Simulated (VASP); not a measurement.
# MgNiH (P4/mmm) in VASP: notebook

The runs below take MgNiH through single point, with LDA.

Everything below comes from runs of VASP 6.6.1. Logs are shortened: lines on timing, memory, paths and dates and some standing lists are left out, and cuts for length are marked.

## (1) The cell of the first run

The structure is tetragonal, space group P4/mmm (No. 123). Conventional cell: a = 3.088 Å, b = 3.088 Å, c = 3.257 Å, α = 90.00°, β = 90.00°, γ = 90.00°. Within 2.9 Å of Mg (site symmetry 4/mmm) lie 4 H at 2.18 Å and 8 Ni at 2.72 Å. Ni (site symmetry 4/mmm) has 2 H at 1.63 Å within 2.2 Å. H (site symmetry 4/mmm) has 2 Ni at 1.63 Å and 4 Mg at 2.18 Å within 2.2 Å.

## (2) Single point, LDA, non-collinear spin, typed start, spin-orbit coupling

INCAR reads:

```
PREC = Accurate
ENCUT = 520
EDIFF = 1E-6
ISMEAR = 1
SIGMA = 0.1
LREAL = F
LASPH = T
NELM = 150
ALGO = Normal
ISIF = 2
LWAVE = F
LCHARG = F
LNONCOLLINEAR = T
MAGMOM = 0 0 0 0 0 1.5 0 0 0
LORBIT = 11
LSORBIT = T
GGA_COMPAT = F
LORBMOM = T
LMAXMIX = 4
NBANDS = 26
```

KPOINTS reads:

```
regular mesh
0
Gamma
  5 5 5
```

POSCAR reads:

```
MgNiH
1.0
    3.0881170000      0.0000000000      0.0000000000
    0.0000000000      3.0881170000      0.0000000000
    0.0000000000      0.0000000000      3.2570240000
Mg Ni H
1 1 1
Direct
    0.0000000000      0.0000000000      0.0000000000
    0.5000000000      0.5000000000      0.5000000000
    0.5000000000      0.5000000000      0.0000000000
```

Potentials or basis: VASP PAW LDA potentials, release 64 (Mg, Ni, H).

Run with:

```
cat potpaw_LDA.64/Mg/POTCAR potpaw_LDA.64/Ni/POTCAR potpaw_LDA.64/H/POTCAR > POTCAR
mpirun -np 1 vasp_ncl > vasp.out
```

OUTCAR:

```text
PREC = Accurate
   ENCUT = 520
   EDIFF = 1E-6
   ISMEAR = 1
   LREAL = F
   LASPH = T
   NELM = 150
   ISIF = 2
   LNONCOLLINEAR = T
   LORBIT = 11
   LSORBIT = T

 ion  position               nearest neighbor table
   1  0.000  0.000  0.000-   3 2.18   3 2.18   3 2.18   3 2.18   2 2.72   2 2.72   2 2.72   2 2.72
                             2 2.72   2 2.72   2 2.72   2 2.72
   2  0.500  0.500  0.500-   3 1.63   3 1.63   1 2.72   1 2.72   1 2.72   1 2.72   1 2.72   1 2.72
                             1 2.72   1 2.72
   3  0.500  0.500  0.000-   2 1.63   2 1.63   1 2.18   1 2.18   1 2.18   1 2.18

  LATTYP: Found a simple tetragonal cell.
 ALAT       =     3.0881170000
 C/A-ratio  =     1.0546957903

  Lattice vectors:

 A1 = (   3.0881170000,   0.0000000000,   0.0000000000)
 A2 = (   0.0000000000,   3.0881170000,   0.0000000000)
 A3 = (   0.0000000000,   0.0000000000,   3.2570240000)

Analysis of symmetry for initial positions (statically):
=====================================================================
 Subroutine PRICEL returns:
 Original cell was already a primitive cell.

 Routine SETGRP: Setting up the symmetry group for a
 simple tetragonal supercell.

 Subroutine GETGRP returns: Found 16 space group operations
 (whereof 16 operations were pure point group operations)
 out of a pool of 16 trial point group operations.

The static configuration has the point symmetry D_4h.

Analysis of symmetry for dynamics (positions and initial velocities):
=====================================================================
 Subroutine PRICEL returns:
 Original cell was already a primitive cell.

 Routine SETGRP: Setting up the symmetry group for a
 simple tetragonal supercell.

 Subroutine GETGRP returns: Found 16 space group operations
 (whereof 16 operations were pure point group operations)
 out of a pool of 16 trial point group operations.

The dynamic configuration has the point symmetry D_4h.

Analysis of structural, dynamic, and magnetic symmetry:
=====================================================================
 Subroutine PRICEL returns:
 Original cell was already a primitive cell.

 Routine SETGRP: Setting up the symmetry group for a
 simple tetragonal supercell.

 Subroutine GETGRP returns: Found  8 space group operations
 (whereof  8 operations were pure point group operations)
 out of a pool of 16 trial point group operations.

The overall configuration has the point symmetry C_4h.

 Subroutine INISYM returns: Found  8 space group operations
 (whereof  8 operations are pure point group operations),
 and found     1 'primitive' translations

----------------------------------------------------------------------------------------

                                     Primitive cell

  volume of cell :      31.0605

  direct lattice vectors                    reciprocal lattice vectors
     3.088117000  0.000000000  0.000000000     0.323821928  0.000000000  0.000000000
     0.000000000  3.088117000  0.000000000     0.000000000  0.323821928  0.000000000
     0.000000000  0.000000000  3.257024000     0.000000000  0.000000000  0.307028748

  length of vectors
     3.088117000  3.088117000  3.257024000     0.323821928  0.323821928  0.307028748

  position of ions in fractional coordinates (direct lattice)
     0.000000000  0.000000000  0.000000000
     0.500000000  0.500000000  0.500000000
     0.500000000  0.500000000  0.000000000

  ion indices of the primitive-cell ions
   primitive index   ion index
                 1           1
                 2           2
                 3           3

----------------------------------------------------------------------------------------
[... 98 lines left out ...]
  energy-cutoff  :      520.00
  volume of cell :       31.06
 maximum number of plane-waves:      1678
   NGX = 11   NGY = 11   NGZ = 13

 number of electron      13.0000000 magnetization       0.0000000      0.0000000      1.5000000

 number of electron      13.0000012 magnetization       0.0000000     -0.0000000     -0.0147028

 number of electron      13.0000012 magnetization      -0.0000000      0.0000000      0.0017113

 Free energy of the ion-electron system (eV)
  ---------------------------------------------------
  ext. energy  EPLUGINS =         0.00000000
  ---------------------------------------------------
  free energy    TOTEN  =       -12.72394848 eV

  energy without entropy =      -12.72487974  energy(sigma->0) =      -12.72425890

 E-fermi :   5.3357     XC(G=0): -11.1536

 val. band max:        5.2572667634   @ k =  -0.4000   0.2000   0.0000
 cond. band min:       5.3790857722   @ k =   0.4000   0.4000   0.0000
 fundamental gap:      0.1218190088
 Fermi energy:         5.3357480738

 k-point     1 :       0.0000    0.0000    0.0000
  band No.  band energies     occupation
      1      -4.6868      1.00000
      2      -4.6868      1.00000
      3       1.5004      1.00000
      4       1.5019      1.00000
      5       3.1672      1.00000
      6       3.1697      1.00000
[... 577 lines left out ...]
     24      12.4618      0.00000
     25      14.3508      0.00000
 [bands above 25 left out]

------------------------ aborting loop because EDIFF is reached ----------------------------------------

  FORCE on cell =-STRESS in cart. coord.  units (eV):
  Direction    XX          YY          ZZ          XY          YZ          ZX
  --------------------------------------------------------------------------------------
  -------------------------------------------------------------------------------------
  Total       -1.1919790     -1.1919790     -1.5716383     -0.0000000     -0.0000000     -0.0000000
  in kB      -61.4852194    -61.4852194    -81.0689858     -0.0000007     -0.0000000     -0.0000000
  external PRESSURE =     -68.0131415 kB  Pullay stress =       0.0000000 kB

 VOLUME and BASIS-vectors are now :
 -----------------------------------------------------------------------------
  energy-cutoff  :      520.00
  volume of cell :       31.06
      direct lattice vectors                 reciprocal lattice vectors
     3.088117000  0.000000000  0.000000000     0.323821928  0.000000000  0.000000000
     0.000000000  3.088117000  0.000000000     0.000000000  0.323821928  0.000000000
     0.000000000  0.000000000  3.257024000     0.000000000  0.000000000  0.307028748

 POSITION                                       TOTAL-FORCE (eV/Angst)
 -----------------------------------------------------------------------------------
      0.00000      0.00000      0.00000         0.000000      0.000000      0.000000
      1.54406      1.54406      1.62851         0.000000      0.000000      0.000000
      1.54406      1.54406      0.00000         0.000000      0.000000      0.000000
 -----------------------------------------------------------------------------------
    total drift:                                0.000000     -0.000000     -0.000000

  FREE ENERGIE OF THE ION-ELECTRON SYSTEM (eV)
  ---------------------------------------------------
  free  energy   TOTEN  =       -12.7239484842 eV

  energy  without entropy=      -12.7248797422  energy(sigma->0) =      -12.72425890

 orbital moment (x)

 # of ion     p       d       tot
 ----------------------------------------
  1        -0.000   0.000  -0.000
  2        -0.000  -0.000  -0.000
  3         0.000   0.000   0.000
 ----------------------------------------
           -0.000  -0.000  -0.000

 orbital moment (y)

 # of ion     p       d       tot
 ----------------------------------------
  1        -0.000  -0.000  -0.000
  2        -0.000  -0.000  -0.000
  3         0.000   0.000   0.000
 ----------------------------------------
           -0.000  -0.000  -0.000

 orbital moment (z)

 # of ion     p       d       tot
 ----------------------------------------
  1         0.000   0.000   0.000
  2         0.000   0.000   0.000
  3        -0.000   0.000  -0.000
 ----------------------------------------
            0.000   0.000   0.000

 Spin-Orbit-Coupling matrix elements

 Ion:    1  E_soc:     -0.0000873
 l=   1
     0.0000000    -0.0000135    -0.0000163
    -0.0000135     0.0000000    -0.0000135
    -0.0000163    -0.0000135     0.0000000
 l=   2
     0.0000000    -0.0000000     0.0000000    -0.0000000    -0.0000000
    -0.0000000     0.0000000    -0.0000000    -0.0000000    -0.0000000
     0.0000000    -0.0000000     0.0000000    -0.0000000     0.0000000
    -0.0000000    -0.0000000    -0.0000000     0.0000000    -0.0000000
    -0.0000000    -0.0000000     0.0000000    -0.0000000     0.0000000
 l=   3
     0.0000000     0.0000000     0.0000000     0.0000000     0.0000000     0.0000000     0.0000000
     0.0000000     0.0000000     0.0000000     0.0000000     0.0000000     0.0000000     0.0000000
     0.0000000     0.0000000     0.0000000     0.0000000     0.0000000     0.0000000     0.0000000
     0.0000000     0.0000000     0.0000000     0.0000000     0.0000000     0.0000000     0.0000000
[... 29 lines left out ...]
 l=   2
     0.0000000     0.0000000     0.0000000     0.0000000     0.0000000
     0.0000000     0.0000000     0.0000000     0.0000000     0.0000000
     0.0000000     0.0000000     0.0000000     0.0000000     0.0000000
     0.0000000     0.0000000     0.0000000     0.0000000     0.0000000
     0.0000000     0.0000000     0.0000000     0.0000000     0.0000000
 l=   3
     0.0000000     0.0000000     0.0000000     0.0000000     0.0000000     0.0000000     0.0000000
     0.0000000     0.0000000     0.0000000     0.0000000     0.0000000     0.0000000     0.0000000
     0.0000000     0.0000000     0.0000000     0.0000000     0.0000000     0.0000000     0.0000000
     0.0000000     0.0000000     0.0000000     0.0000000     0.0000000     0.0000000     0.0000000
     0.0000000     0.0000000     0.0000000     0.0000000     0.0000000     0.0000000     0.0000000
     0.0000000     0.0000000     0.0000000     0.0000000     0.0000000     0.0000000     0.0000000
     0.0000000     0.0000000     0.0000000     0.0000000     0.0000000     0.0000000     0.0000000

 total charge

# of ion       s       p       d       tot
------------------------------------------
    1        0.188   0.169   0.037   0.394
    2        0.466   0.418   8.489   9.372
    3        0.535   0.031   0.000   0.566
--------------------------------------------------
tot          1.189   0.618   8.526  10.332

 magnetization (x)

# of ion       s       p       d       tot
------------------------------------------
    1        0.000   0.000   0.000   0.000
    2       -0.000   0.000   0.000  -0.000
    3       -0.000  -0.000   0.000  -0.000
--------------------------------------------------
tot         -0.000  -0.000   0.000  -0.000

 magnetization (y)

# of ion       s       p       d       tot
------------------------------------------
    1        0.000   0.000   0.000   0.000
    2       -0.000   0.000   0.000   0.000
    3       -0.000   0.000   0.000   0.000
--------------------------------------------------
tot         -0.000   0.000   0.000   0.000

 magnetization (z)

# of ion       s       p       d       tot
------------------------------------------
    1       -0.000   0.000  -0.000  -0.000
    2        0.000   0.000   0.001   0.001
    3       -0.000  -0.000   0.000  -0.000
--------------------------------------------------
tot         -0.000   0.000   0.001   0.001
```

Wall time 39 s (1 thread of AMD EPYC 7R13, shared host); peak memory 0.16 GiB.

What came out:

- Free energy: -12.7239 eV
- Pressure: -6.8 GPa
- Net moment: 0.00 μB per cell
- Valence electrons inside the program's atomic spheres: Mg 0.39; Ni 9.37; H 0.57

Moments on the atoms (μB; x, y, z):
```
Mg  0.00 0.00 0.00
Ni  0.00 0.00 0.00
H   0.00 0.00 0.00
```

Caveat: the k points lie up to 0.41 Å⁻¹ apart.

## (3) Single point, LDA, non-collinear spin, typed start, spin-orbit coupling

INCAR reads:

```
SYSTEM = MgNiH
PREC = Accurate
ENCUT = 520
EDIFF = 1E-6
ISMEAR = 1
SIGMA = 0.1
LREAL = .False.
LASPH = .True.
NELM = 150
ALGO = Normal
ISIF = 2
LWAVE = .False.
LCHARG = .False.
MAGMOM = 0 0 0 1.5 0 0 0 0 0
LORBIT = 11
LSORBIT = .True.
GGA_COMPAT = .False.
LORBMOM = .True.
LMAXMIX = 4
GGA = CA
NBANDS = 26
```

KPOINTS reads:

```
Automatic mesh
0
Gamma
  5 5 5
  0 0 0
```

POSCAR is that of step 2.

Potentials or basis: VASP PAW LDA potentials, release 64 (Mg, Ni, H).

Run with:

```
cat potpaw_LDA.64/Mg/POTCAR potpaw_LDA.64/Ni/POTCAR potpaw_LDA.64/H/POTCAR > POTCAR
mpirun -np 1 vasp_ncl > vasp.out
```

OUTCAR:

```text
SYSTEM = MgNiH
   PREC = Accurate
   ENCUT = 520
   EDIFF = 1E-6
   ISMEAR = 1
   LREAL = .False.
   LASPH = .True.
   NELM = 150
   ISIF = 2
   LORBIT = 11
   LSORBIT = .True.
   GGA = CA

 ion  position               nearest neighbor table
   1  0.000  0.000  0.000-   3 2.18   3 2.18   3 2.18   3 2.18   2 2.72   2 2.72   2 2.72   2 2.72
                             2 2.72   2 2.72   2 2.72   2 2.72
   2  0.500  0.500  0.500-   3 1.63   3 1.63   1 2.72   1 2.72   1 2.72   1 2.72   1 2.72   1 2.72
                             1 2.72   1 2.72
   3  0.500  0.500  0.000-   2 1.63   2 1.63   1 2.18   1 2.18   1 2.18   1 2.18

  LATTYP: Found a simple tetragonal cell.
 ALAT       =     3.0881170000
 C/A-ratio  =     1.0546957903

  Lattice vectors:

 A1 = (   3.0881170000,   0.0000000000,   0.0000000000)
[... 999 lines left out ...]
     0.0000000     0.0000000     0.0000000     0.0000000     0.0000000     0.0000000     0.0000000
     0.0000000     0.0000000     0.0000000     0.0000000     0.0000000     0.0000000     0.0000000
     0.0000000     0.0000000     0.0000000     0.0000000     0.0000000     0.0000000     0.0000000
     0.0000000     0.0000000     0.0000000     0.0000000     0.0000000     0.0000000     0.0000000

 total charge

# of ion       s       p       d       tot
------------------------------------------
    1        0.188   0.169   0.037   0.394
    2        0.466   0.418   8.489   9.372
    3        0.535   0.031   0.000   0.566
--------------------------------------------------
tot          1.189   0.618   8.526  10.332

 magnetization (x)

# of ion       s       p       d       tot
------------------------------------------
    1       -0.000   0.000  -0.000  -0.000
    2        0.000   0.000   0.001   0.001
    3       -0.000  -0.000   0.000  -0.000
--------------------------------------------------
tot         -0.000   0.000   0.001   0.001

 magnetization (y)

# of ion       s       p       d       tot
------------------------------------------
    1        0.000   0.000   0.000   0.000
    2        0.000   0.000   0.000   0.000
    3        0.000   0.000   0.000   0.000
--------------------------------------------------
tot          0.000   0.000   0.000   0.000

 magnetization (z)

# of ion       s       p       d       tot
------------------------------------------
    1        0.000   0.000   0.000   0.000
    2        0.000   0.000   0.000   0.000
    3        0.000   0.000   0.000   0.000
--------------------------------------------------
tot          0.000   0.000   0.000   0.000
```

OSZICAR:

```text
N       E                     dE             d eps       ncg     rms          rms(c)
DAV:   1     0.643532438439E+02    0.64353E+02   -0.55534E+03  2044   0.108E+03
DAV:   2    -0.956875515654E+01   -0.73922E+02   -0.68044E+02  2062   0.228E+02
DAV:   3    -0.137462765210E+02   -0.41775E+01   -0.40542E+01  2412   0.655E+01
DAV:   4    -0.138112541996E+02   -0.64978E-01   -0.64888E-01  2336   0.750E+00
DAV:   5    -0.138128837846E+02   -0.16296E-02   -0.16294E-02  2720   0.115E+00    0.122E+01
DAV:   6    -0.158924430442E+02   -0.20796E+01   -0.19344E+01  2384   0.934E+01    0.160E+01
DAV:   7    -0.127900345017E+02    0.31024E+01   -0.76160E+00  2442   0.592E+01    0.181E+00
DAV:   8    -0.127509654023E+02    0.39069E-01   -0.33821E-01  2768   0.748E+00    0.146E+00
DAV:   9    -0.127249142619E+02    0.26051E-01   -0.64272E-02  2712   0.480E+00    0.542E-01
DAV:  10    -0.127244406814E+02    0.47358E-03   -0.40061E-03  2500   0.824E-01    0.216E-01
DAV:  11    -0.127239714200E+02    0.46926E-03   -0.10330E-03  3024   0.469E-01    0.671E-02
DAV:  12    -0.127239486331E+02    0.22787E-04   -0.99152E-05  2376   0.100E-01    0.309E-02
DAV:  13    -0.127239486354E+02   -0.22835E-08   -0.75406E-06  3090   0.544E-02
   1 F= -.12723949E+02 E0= -.12724259E+02  d E =0.931765E-03  mag=    -0.0001     0.0000    -0.0000
```

stdout:

```text
POSCAR found type information on POSCAR MgNiH
 POSCAR found :  3 types and       3 ions
 scaLAPACK will be used
 LDA part: xc-table for (Slater(with rela. corr.)+CA(PZ))
 , standard interpolation
 POSCAR, INCAR and KPOINTS ok, starting setup
 FFT: planning ... GRIDC
 FFT: planning ... GRID_SOFT
 FFT: planning ... GRID
 WAVECAR not read
 entering main loop
```

It took 79 s on 1 thread of AMD EPYC 7R13, shared host; peak memory 0.17 GiB.

What came out:

```
Free energy                                           : -12.7239 eV
Pressure                                              : -6.8 GPa
Net moment                                            : 0.00 μB per cell
Valence electrons inside the program's atomic spheres : Mg 0.39; Ni 9.37; H 0.57
```

Stress tensor (GPa, compression positive):
```
-6.14  0.00  0.00
 0.00 -6.14  0.00
 0.00  0.00 -8.09
```

Moments on the atoms (μB; x, y, z):
```
Mg  0.00 0.00 0.00
Ni  0.00 0.00 0.00
H   0.00 0.00 0.00
```

Caveat: the k points lie up to 0.41 Å⁻¹ apart.
